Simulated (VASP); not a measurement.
# Si15Rh (F-43m) in VASP: single point with PBEsol+U

Aim: the single point of Si15Rh with PBEsol+U.

Program: VASP 6.6.1. These are calculated values, not measurements. Logs are shortened: lines on timing, memory, paths and dates and some standing lists are left out, and cuts for length are marked.

### Step 1. The cell of the first run

It takes space group F-43m (No. 216, cubic). The conventional cell has a = 10.874 Å, b = 10.874 Å, c = 10.874 Å, α = 90.00°, β = 90.00°, γ = 90.00°. Within 3.1 Å of Rh (site symmetry -43m) lie 4 Si at 2.32 Å. Si (site symmetry 2mm) has 4 Si at 2.35 to 2.37 Å within 3.1 Å. Within 3.1 Å of Si (site symmetry -43m) lie 4 Si at 2.35 Å. Within 3.1 Å of Si (site symmetry 3m) lie 1 Rh at 2.32 Å and 3 Si at 2.37 Å. Si (site symmetry 3m) has 4 Si at 2.35 Å within 3.1 Å.

### Step 2. Single point, PBEsol+U, collinear spin, ferromagnetic start

INCAR

```
PREC     = Accurate       # precision mode
ENCUT    = 520            # plane-wave cutoff, eV
EDIFF    = 1E-6           # SCF threshold, eV
ISMEAR   = 0              # smearing method
SIGMA    = 0.05           # smearing width, eV
LREAL    = Auto         
LASPH    = True           # aspherical terms in the spheres
NELM     = 150            # most SCF steps
ALGO     = Normal         # electronic algorithm
ISIF     = 2              # what is computed and relaxed
LWAVE    = False          # write WAVECAR
LCHARG   = True           # write CHGCAR
ISPIN    = 2              # spin polarisation
MAGMOM   = 5 0 0 0 0 0 0 0 0 0 0 0 0 0 0 0 # initial moments
LORBIT   = 11             # projections on sites
LMAXMIX  = 4              # l up to which the mixer works
LDAU     = True           # DFT+U
LDAUTYPE = 2            
LDAUL    = 2 -1           # shell
LDAUU    = 4 0            # U, eV
LDAUJ    = 0 0          
LDAUPRINT= 1            
GGA      = PS             # functional
LELF     = True           # ELF
LVHAR    = True         
NBANDS   = 56             # bands
```

KPOINTS

```
regular mesh
0
Gamma
  3 3 3
```

POSCAR

```
Si15Rh
1.0
    0.0000000000      5.4370000000      5.4370000000
    5.4370000000      0.0000000000      5.4370000000
    5.4370000000      5.4370000000      0.0000000000
Rh Si
1 15
Direct
    1.0000000000      1.0000000000      0.0000000000
    0.9990934051      0.9990934051      0.5009065949
    0.9990934051      0.5009065949      0.9990934051
    0.9990934051      0.5009065949      0.5009065949
    0.5009065949      0.9990934051      0.9990934051
    0.5009065949      0.9990934051      0.5009065949
    0.5009065949      0.5009065949      0.9990934051
    0.5000000000      0.5000000000      0.5000000000
    0.1232214265      0.1232214265      0.1232214265
    0.1232214265      0.1232214265      0.6303357206
    0.1232214265      0.6303357206      0.1232214265
    0.1251791258      0.6249402914      0.6249402914
    0.6303357206      0.1232214265      0.1232214265
    0.6249402914      0.1251791258      0.6249402914
    0.6249402914      0.6249402914      0.1251791258
    0.6249402914      0.6249402914      0.6249402914
```

Potentials or basis: VASP PAW PBE potentials, release 64 (Rh_pv, Si).

Launch:

```sh
$ cat potpaw_PBE.64/Rh_pv/POTCAR potpaw_PBE.64/Si/POTCAR > POTCAR
$ mpirun -np 1 vasp_std > vasp.out
```

OUTCAR:

```text
PREC = Accurate
   ENCUT = 520
   EDIFF = 1E-6
   ISMEAR = 0
   LREAL = Auto
   LASPH = True
   NELM = 150
   ISIF = 2
   ISPIN = 2
   LORBIT = 11
   GGA = PS

 ion  position               nearest neighbor table
   1  0.000  0.000  0.000-  10 2.32  11 2.32  13 2.32   9 2.32
   2  0.999  0.999  0.501-  12 2.35  14 2.35   9 2.37  10 2.37
   3  0.999  0.501  0.999-  12 2.35  15 2.35   9 2.37  11 2.37
   4  0.999  0.501  0.501-  16 2.35  12 2.35  10 2.37  11 2.37
   5  0.501  0.999  0.999-  14 2.35  15 2.35   9 2.37  13 2.37
   6  0.501  0.999  0.501-  16 2.35  14 2.35  10 2.37  13 2.37
[... 8 lines left out ...]
  15  0.625  0.625  0.125-   3 2.35   5 2.35   7 2.35   8 2.35
  16  0.625  0.625  0.625-   4 2.35   6 2.35   7 2.35   8 2.35

  LATTYP: Found a face centered cubic cell.
 ALAT       =    10.8740000000

  Lattice vectors:

 A1 = (   0.0000000000,   5.4370000000,   5.4370000000)
 A2 = (   5.4370000000,   0.0000000000,   5.4370000000)
 A3 = (   5.4370000000,   5.4370000000,   0.0000000000)

Analysis of symmetry for initial positions (statically):
=====================================================================
 Subroutine PRICEL returns:
 Original cell was already a primitive cell.

 Routine SETGRP: Setting up the symmetry group for a
 face centered cubic supercell.

 Subroutine GETGRP returns: Found 24 space group operations
 (whereof 24 operations were pure point group operations)
 out of a pool of 48 trial point group operations.

The static configuration has the point symmetry T_d .

Analysis of symmetry for dynamics (positions and initial velocities):
=====================================================================
 Subroutine PRICEL returns:
 Original cell was already a primitive cell.

 Routine SETGRP: Setting up the symmetry group for a
 face centered cubic supercell.

 Subroutine GETGRP returns: Found 24 space group operations
 (whereof 24 operations were pure point group operations)
 out of a pool of 48 trial point group operations.

The dynamic configuration has the point symmetry T_d .

Analysis of structural, dynamic, and magnetic symmetry:
=====================================================================
 Subroutine PRICEL returns:
 Original cell was already a primitive cell.

 Routine SETGRP: Setting up the symmetry group for a
 face centered cubic supercell.

 Subroutine GETGRP returns: Found 24 space group operations
[... 189 lines left out ...]
  ---------------------------------------------------
  ext. energy  EPLUGINS =         0.00000000
  ---------------------------------------------------
  free energy    TOTEN  =       -90.00445418 eV

  energy without entropy =      -89.99784518  energy(sigma->0) =      -90.00114968

 E-fermi :   5.7042     XC(G=0):  -9.6680

 val. band max:        5.6972509565   @ k =  -0.3333   0.3333   0.0000
 cond. band min:       5.7833404413   @ k =   0.3333   0.3333   0.0000
 fundamental gap:      0.0860894848
 Fermi energy:         5.7042026816

 spin component 1

 k-point     1 :       0.0000    0.0000    0.0000
  band No.  band energies     occupation
      1     -39.8079      1.00000
      2     -39.8079      1.00000
      3     -39.8079      1.00000
      4      -6.0482      1.00000
      5      -3.8701      1.00000
      6      -3.8701      1.00000
[... 197 lines left out ...]
     48       9.3048      0.00000
     49       9.3599      0.00000
 Fermi energy:         5.7042026816

 spin component 2

 k-point     1 :       0.0000    0.0000    0.0000
  band No.  band energies     occupation
      1     -39.5802      1.00000
      2     -39.5802      1.00000
      3     -39.5802      1.00000
      4      -6.0152      1.00000
      5      -3.8324      1.00000
      6      -3.8324      1.00000
[... 197 lines left out ...]
     48       9.3327      0.00000
     49       9.4070      0.00000
 [bands above 49 left out]

------------------------ aborting loop because EDIFF is reached ----------------------------------------

  FORCE on cell =-STRESS in cart. coord.  units (eV):
  Direction    XX          YY          ZZ          XY          YZ          ZX
  --------------------------------------------------------------------------------------
  -------------------------------------------------------------------------------------
  Total       -2.7768395     -2.7768395     -2.7768395      0.0000000      0.0000000     -0.0000000
  in kB      -13.8405504    -13.8405504    -13.8405504      0.0000000      0.0000000     -0.0000000
  external PRESSURE =     -13.8405504 kB  Pullay stress =       0.0000000 kB

 VOLUME and BASIS-vectors are now :
 -----------------------------------------------------------------------------
  energy-cutoff  :      520.00
  volume of cell :      321.45
      direct lattice vectors                 reciprocal lattice vectors
     0.000000000  5.437000000  5.437000000    -0.091962479  0.091962479  0.091962479
     5.437000000  0.000000000  5.437000000     0.091962479 -0.091962479  0.091962479
     5.437000000  5.437000000  0.000000000     0.091962479  0.091962479 -0.091962479

 POSITION                                       TOTAL-FORCE (eV/Angst)
 -----------------------------------------------------------------------------------
      0.00000      0.00000      0.00000         0.000000      0.000000      0.000000
      8.15550      8.15550     10.86414         0.000000      0.000000      0.014641
      8.15550     10.86414      8.15550         0.000000      0.014641      0.000000
      5.44686      8.15550      8.15550        -0.014641      0.000000      0.000000
     10.86414      8.15550      8.15550         0.014641      0.000000      0.000000
      8.15550      5.44686      8.15550         0.000000     -0.014641      0.000000
[... 8 lines left out ...]
      4.07840      4.07840      6.79560         0.001682      0.001682     -0.001682
      6.79560      6.79560      6.79560        -0.001682     -0.001682     -0.001682
 -----------------------------------------------------------------------------------
    total drift:                                0.000000      0.000000      0.000000

  FREE ENERGIE OF THE ION-ELECTRON SYSTEM (eV)
  ---------------------------------------------------
  free  energy   TOTEN  =       -90.0044541777 eV

  energy  without entropy=      -89.9978451836  energy(sigma->0) =      -90.00114968

 total charge

# of ion       s       p       d       tot
------------------------------------------
    1        0.443   6.189   7.574  14.205
    2        0.757   0.925   0.000   1.682
    3        0.757   0.925   0.000   1.682
    4        0.757   0.925   0.000   1.682
    5        0.757   0.925   0.000   1.682
    6        0.757   0.925   0.000   1.682
[... 8 lines left out ...]
   15        0.750   0.942   0.000   1.691
   16        0.750   0.942   0.000   1.691
--------------------------------------------------
tot         11.817  19.962   7.574  39.353

 magnetization (x)

# of ion       s       p       d       tot
------------------------------------------
    1        0.008   0.045   0.283   0.336
    2        0.004   0.004   0.000   0.008
    3        0.004   0.004   0.000   0.008
    4        0.004   0.004   0.000   0.008
    5        0.004   0.004   0.000   0.008
    6        0.004   0.004   0.000   0.008
[... 8 lines left out ...]
   15        0.001  -0.000   0.000   0.000
   16        0.001  -0.000   0.000   0.000
--------------------------------------------------
tot          0.076   0.142   0.283   0.501
```

OSZICAR:

```text
N       E                     dE             d eps       ncg     rms          rms(c)
DAV:   1     0.230901490584E+03    0.23090E+03   -0.31927E+04  1016   0.113E+03
DAV:   2    -0.708273371040E+02   -0.30173E+03   -0.28134E+03  1048   0.195E+02
DAV:   3    -0.886411202213E+02   -0.17814E+02   -0.17391E+02  1112   0.413E+01
DAV:   4    -0.890073817456E+02   -0.36626E+00   -0.36451E+00  1080   0.673E+00
DAV:   5    -0.890158690494E+02   -0.84873E-02   -0.84837E-02  1112   0.101E+00    0.228E+01
DAV:   6    -0.907653324117E+02   -0.17495E+01   -0.19586E+01  1048   0.143E+01    0.121E+01
DAV:   7    -0.899999015767E+02    0.76543E+00   -0.76875E+00  1000   0.174E+01    0.739E+00
DAV:   8    -0.900839228926E+02   -0.84021E-01   -0.18460E+00  1056   0.426E+00    0.384E+00
DAV:   9    -0.899883942959E+02    0.95529E-01   -0.50109E-01  1008   0.395E+00    0.151E+00
DAV:  10    -0.900015029879E+02   -0.13109E-01   -0.72350E-02  1072   0.986E-01    0.787E-01
DAV:  11    -0.900031030314E+02   -0.16000E-02   -0.10981E-02  1072   0.412E-01    0.383E-01
DAV:  12    -0.900041456317E+02   -0.10426E-02   -0.53365E-03  1072   0.278E-01    0.148E-01
DAV:  13    -0.900043948242E+02   -0.24919E-03   -0.58244E-04  1048   0.104E-01    0.674E-02
DAV:  14    -0.900044358674E+02   -0.41043E-04   -0.67944E-05  1024   0.392E-02    0.340E-02
DAV:  15    -0.900044522907E+02   -0.16423E-04   -0.38174E-05  1032   0.232E-02    0.114E-02
DAV:  16    -0.900044538462E+02   -0.15555E-05   -0.63195E-06  1000   0.134E-02    0.545E-03
DAV:  17    -0.900044541777E+02   -0.33142E-06   -0.75306E-07   536   0.326E-03
   1 F= -.90004454E+02 E0= -.90001150E+02  d E =-.660899E-02  mag=     0.9982
```

stdout:

```text
POSCAR found type information on POSCAR RhSi
 POSCAR found :  2 types and      16 ions
 scaLAPACK will be used
 -----------------------------------------------------------------------------
|                                                                             |
|                                                                             |
|     You enforced a specific xc type in the INCAR file but a different       |
|     I HOPE YOU KNOW WHAT YOU ARE DOING!                                     |
|                                                                             |
 -----------------------------------------------------------------------------

 LDA part: xc-table for (Slater+PW92), standard interpolation
 POSCAR, INCAR and KPOINTS ok, starting setup
 FFT: planning ... GRIDC
 FFT: planning ... GRID_SOFT
 FFT: planning ... GRID
 WAVECAR not read
 entering main loop
```

Wall time 3.2 min (1 thread of Intel Xeon Platinum 8488C (Sapphire Rapids), shared host); peak memory 0.67 GiB.

Results:

| Quantity | Value |
| --- | --- |
| Free energy | -90.0045 eV |
| Pressure | -1.4 GPa |
| Largest force | 0.138 eV/Å |
| Band gap on the k mesh | zero (filled and empty bands overlap) |
| Net moment | 1.00 μB per cell |
| Site moments | Rh +0.34; Si +0.01, +0.00, +0.03 (each value once) μB |
| Valence electrons inside the program's atomic spheres | Rh 14.21; Si 1.68, 1.69, 1.65 (each value once) |

Forces on the atoms (eV/Å):
```
Rh   0.000  0.000  0.000
Si   0.000  0.000  0.015
Si   0.000  0.015  0.000
Si  -0.015  0.000  0.000
Si   0.015  0.000  0.000
Si   0.000 -0.015  0.000
Si   0.000  0.000 -0.015
Si   0.000  0.000  0.000
Si  -0.080 -0.080 -0.080
Si   0.080  0.080 -0.080
Si   0.080 -0.080  0.080
Si  -0.002  0.002  0.002
Si  -0.080  0.080  0.080
Si   0.002 -0.002  0.002
Si   0.002  0.002 -0.002
Si  -0.002 -0.002 -0.002
```

Eigenvalues of the final occupation matrices:
```csv
site,spin,trace,eigenvalues
site 1 d,1,3.96,0.77 0.77 0.77 0.83 0.83
site 1 d,2,3.67,0.68 0.68 0.68 0.82 0.82
```

Caveat: the PAW data sets were made with another functional, which shifts forces and pressure a little; the U is typed as a test and isn't derived for this compound. The state reached can hang on the start; a lower one may exist.
